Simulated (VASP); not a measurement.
# BN (e600) (P6_3mc) in VASP: further runs, part 2 of 2

VASP 6.6.1. Earlier steps stand in the parts before.

**3. Single point, PBEsol**

INCAR

```
SYSTEM = BN
ALGO = Normal
EDIFF = 1E-6
ENCUT = 600
GGA = PS
GGA_COMPAT = .False.
ISIF = 2
ISMEAR = 0
LASPH = .True.
LCHARG = .False.
LREAL = .False.
LWAVE = .False.
NBANDS = 16
NELM = 120
PREC = Accurate
SIGMA = 0.01
```

KPOINTS

```
k-points
0
Gamma
  9 9 6
  0 0 0
```

POSCAR

```
BN
1.0
    2.5406380461      0.0000000000      0.0000000000
   -1.2703190231      2.2002570898      0.0000000000
    0.0000000000      0.0000000000      4.2026940542
B N
2 2
Direct
    0.3333333333      0.6666666667     -0.0002377689
    0.6666666667      0.3333333333      0.4997622311
    0.3333333333      0.6666666667      0.3742377689
    0.6666666667      0.3333333333      0.8742377689
```

Potentials or basis: VASP PAW PBE potentials, release 64 (B, N).

On the command line:

```
cat potpaw_PBE.64/B/POTCAR potpaw_PBE.64/N/POTCAR > POTCAR
mpirun -np 1 vasp_std > vasp.out
```

OUTCAR:

```text
SYSTEM = BN
   EDIFF = 1E-6
   ENCUT = 600
   GGA = PS
   ISIF = 2
   ISMEAR = 0
   LASPH = .True.
   LREAL = .False.
   NELM = 120
   PREC = Accurate

 ion  position               nearest neighbor table
   1  0.333  0.667  1.000-   4 1.56   4 1.56   4 1.56   3 1.57
   2  0.667  0.333  0.500-   3 1.56   3 1.56   3 1.56   4 1.57
   3  0.333  0.667  0.374-   2 1.56   2 1.56   2 1.56   1 1.57
   4  0.667  0.333  0.874-   1 1.56   1 1.56   1 1.56   2 1.57

  LATTYP: Found a hexagonal cell.
 ALAT       =     2.5406380461
 C/A-ratio  =     1.6541884275

  Lattice vectors:

 A1 = (   2.5406380461,   0.0000000000,   0.0000000000)
 A2 = (  -1.2703190231,   2.2002570898,   0.0000000000)
 A3 = (   0.0000000000,   0.0000000000,   4.2026940542)

Analysis of symmetry for initial positions (statically):
=====================================================================
 Subroutine PRICEL returns:
 Original cell was already a primitive cell.

 Routine SETGRP: Setting up the symmetry group for a
 hexagonal supercell.

 Subroutine GETGRP returns: Found 12 space group operations
 (whereof  6 operations were pure point group operations)
 out of a pool of 24 trial point group operations.

The static configuration has the point symmetry C_3v.
 The point group associated with its full space group is C_6v.

Analysis of symmetry for dynamics (positions and initial velocities):
=====================================================================
 Subroutine PRICEL returns:
 Original cell was already a primitive cell.

 Routine SETGRP: Setting up the symmetry group for a
 hexagonal supercell.

 Subroutine GETGRP returns: Found 12 space group operations
 (whereof  6 operations were pure point group operations)
[... 123 lines left out ...]
   EFERMI_NEDOS =   21; number of points for ismear=-14 and -15
   IALGO  =     38    algorithm
   IMIX   =      4    mixing-type and parameters
     AMIX     =   0.40;   BMIX     =  1.00
     AMIX_MAG =   1.60;   BMIX_MAG =  1.00
  volume/ion in A,a.u.               =       5.87        39.64
  Fermi-wavevector in a.u.,A,eV,Ry     =   1.440346  2.721859 28.226600  2.074597
  Thomas-Fermi vector in A             =   2.559100
   LORBIT       =      0    0 simple, 1 ext, 2 COOP (PROOUT), +10 PAW based schemes
   GGA     = PS    functional components
   LHFCALC =     F    Hartree Fock is set to
   AEXX    =    0.0000 exact exchange contribution
   IVDW    =     0    specifies the selected vdW correction
   LEPSILON=     F    determine dielectric tensor
   LRPA    =     F    only Hartree local field effects (RPA)
 non-spin polarized calculation
 Gauss-broadening in eV      SIGMA  =   0.01
  energy-cutoff  :      600.00
  volume of cell :       23.49
 maximum number of plane-waves:       801
   NGX = 11   NGY = 11   NGZ = 17

 number of electron      16.0000003 magnetization

 Free energy of the ion-electron system (eV)
  ---------------------------------------------------
  ext. energy  EPLUGINS =         0.00000000
  ---------------------------------------------------
  free energy    TOTEN  =       -36.63328024 eV

  energy without entropy =      -36.63328024  energy(sigma->0) =      -36.63328024

 E-fermi :   7.7386     XC(G=0): -13.0346

 val. band max:        7.5941202161   @ k =   0.0000   0.0000   0.0000
 cond. band min:      12.5401032070   @ k =   0.3333   0.3333   0.0000
 fundamental gap:      4.9459829909
 Fermi energy:         7.7385935499

 k-point     1 :       0.0000    0.0000    0.0000
  band No.  band energies     occupation
      1     -12.9047      2.00000
      2      -8.6746      2.00000
      3      -3.4760      2.00000
      4       5.4455      2.00000
      5       5.4455      2.00000
      6       7.3124      2.00000
[... 433 lines left out ...]
      3      -1.6326      2.00000
      4      -0.2874      2.00000
      5      -0.2874      2.00000
      6       1.6490      2.00000
[... 8 lines left out ...]
     15      23.6910      0.00000
     16      23.6910      0.00000

 [... further k-points ...]

------------------------ aborting loop because EDIFF is reached ----------------------------------------

  FORCE on cell =-STRESS in cart. coord.  units (eV):
  Direction    XX          YY          ZZ          XY          YZ          ZX
  --------------------------------------------------------------------------------------
  -------------------------------------------------------------------------------------
  Total        0.0740755      0.0740755      0.0657971     -0.0000000      0.0000000      0.0000000
  in kB        5.0517424      5.0517424      4.4871800     -0.0000000      0.0000000      0.0000000
  external PRESSURE =       4.8635549 kB  Pullay stress =       0.0000000 kB

 VOLUME and BASIS-vectors are now :
 -----------------------------------------------------------------------------
  energy-cutoff  :      600.00
  volume of cell :       23.49
      direct lattice vectors                 reciprocal lattice vectors
     2.540638046  0.000000000  0.000000000     0.393601915  0.227246172  0.000000000
    -1.270319023  2.200257090  0.000000000     0.000000000  0.454492343  0.000000000
     0.000000000  0.000000000  4.202694054     0.000000000  0.000000000  0.237942612

 POSITION                                       TOTAL-FORCE (eV/Angst)
 -----------------------------------------------------------------------------------
     -0.00000      1.46684      4.20169        -0.000000      0.000000      0.004163
      1.27032      0.73342      2.10035        -0.000000     -0.000000      0.004163
     -0.00000      1.46684      1.57281         0.000000      0.000000     -0.004163
      1.27032      0.73342      3.67415        -0.000000      0.000000     -0.004163
 -----------------------------------------------------------------------------------
    total drift:                               -0.000000     -0.000000     -0.000376

  FREE ENERGIE OF THE ION-ELECTRON SYSTEM (eV)
  ---------------------------------------------------
  free  energy   TOTEN  =       -36.6332802390 eV

  energy  without entropy=      -36.6332802390  energy(sigma->0) =      -36.63328024
```

OSZICAR:

```text
N       E                     dE             d eps       ncg     rms          rms(c)
DAV:   1     0.441987668717E+02    0.44199E+02   -0.90475E+03  1536   0.109E+03
DAV:   2    -0.359686843152E+02   -0.80167E+02   -0.74685E+02  2160   0.260E+02
DAV:   3    -0.385482277517E+02   -0.25795E+01   -0.25709E+01  1904   0.429E+01
DAV:   4    -0.385549740186E+02   -0.67463E-02   -0.67457E-02  1752   0.244E+00
DAV:   5    -0.385549910776E+02   -0.17059E-04   -0.17059E-04  1840   0.116E-01    0.929E+00
DAV:   6    -0.368372089377E+02    0.17178E+01   -0.20335E+00  1976   0.136E+01    0.448E+00
DAV:   7    -0.366745081492E+02    0.16270E+00   -0.30524E-01  1968   0.447E+00    0.267E+00
DAV:   8    -0.366344238301E+02    0.40084E-01   -0.49927E-02  1872   0.174E+00    0.247E-01
DAV:   9    -0.366331950164E+02    0.12288E-02   -0.20889E-03  1784   0.557E-01    0.127E-01
DAV:  10    -0.366332792845E+02   -0.84268E-04   -0.26858E-04  1856   0.139E-01    0.202E-02
DAV:  11    -0.366332798070E+02   -0.52255E-06   -0.19540E-05  1968   0.427E-02    0.112E-02
DAV:  12    -0.366332802390E+02   -0.43198E-06   -0.26622E-06  1640   0.166E-02
   1 F= -.36633280E+02 E0= -.36633280E+02  d E =-.521385E-95
```

stdout:

```text
POSCAR found type information on POSCAR B N
 POSCAR found :  2 types and       4 ions
 scaLAPACK will be used
 -----------------------------------------------------------------------------
|                                                                             |
|                                                                             |
|     You enforced a specific xc type in the INCAR file but a different       |
|     I HOPE YOU KNOW WHAT YOU ARE DOING!                                     |
|                                                                             |
 -----------------------------------------------------------------------------

 LDA part: xc-table for (Slater+PW92), standard interpolation
 POSCAR, INCAR and KPOINTS ok, starting setup
 FFT: planning ... GRIDC
 FFT: planning ... GRID_SOFT
 FFT: planning ... GRID
 WAVECAR not read
 entering main loop
```

Run time: 19 s. Hardware: 1 thread of Intel Xeon 6975P-C, shared host; peak memory 0.14 GiB.

What came out:

* Free energy: -36.6333 eV
* Pressure: 0.5 GPa
* Largest force: 0.004 eV/Å
* Band gap on the k mesh: 4.95 eV, indirect (least direct gap 8.21 eV)

Forces on the atoms (eV/Å):
```
B    0.000  0.000  0.004
B    0.000  0.000  0.004
N    0.000  0.000 -0.004
N    0.000  0.000 -0.004
```

Levels at points of the mesh, in eV from the valence-band top:
| k point | band 6 | band 7 | band 8 | band 9 | band 10 | band 11 |
| --- | --- | --- | --- | --- | --- | --- |
| (0.00, 0.00, 0.00) | -0.28 | 0.00 | 0.00 | 8.33 | 8.33 | 8.57 |
| (0.00, 0.00, 0.50) | -1.19 | -1.19 | -1.19 | 9.48 | 9.48 | 9.89 |

Caveat: the PAW data sets were made with another functional, which shifts forces and pressure a little.

**4. Single point, PBEsol**

INCAR

```
ALGO = Normal
EDIFF = 1E-6
ENCUT = 600
GGA = PS
GGA_COMPAT = F
ISIF = 2
ISMEAR = 0
LASPH = T
LCHARG = T
LELF = T
LREAL = F
LVHAR = T
LWAVE = F
NBANDS = 16
NELM = 120
PREC = Accurate
SIGMA = 0.01
```

KPOINTS

```
k-points
0
Gamma
  9 9 6
```

POSCAR is that of step 3.

On the command line:

```
cat potpaw_PBE.64/B/POTCAR potpaw_PBE.64/N/POTCAR > POTCAR
mpirun -np 1 vasp_std > vasp.out
```

Wall time 16 s (1 thread of Intel Xeon 6975P-C, shared host); peak memory 0.14 GiB.

The run converged. Its results:

```yaml
Free_energy: -36.6333 eV
Pressure: 0.5 GPa
Largest_force: 0.004 eV/Å
Band_gap_on_the_k_mesh: 4.95 eV, indirect (least direct gap 8.21 eV)
```

Forces on the atoms (eV/Å):
```
B    0.000  0.000  0.004
B    0.000  0.000  0.004
N    0.000  0.000 -0.004
N    0.000  0.000 -0.004
```

Levels at points of the mesh, in eV from the valence-band top:
```tsv
k point	band 5	band 6	band 7	band 8	band 9	band 10	band 11	band 12
(0.00, 0.00, 0.00)	-2.15	-0.28	0.00	0.00	8.33	8.33	8.57	9.55
(0.00, 0.00, 0.50)	-1.19	-1.19	-1.19	-1.19	9.48	9.48	9.89	9.89
```

Caveat: the PAW data sets were made with another functional, which shifts forces and pressure a little. A k mesh can miss the band edges.
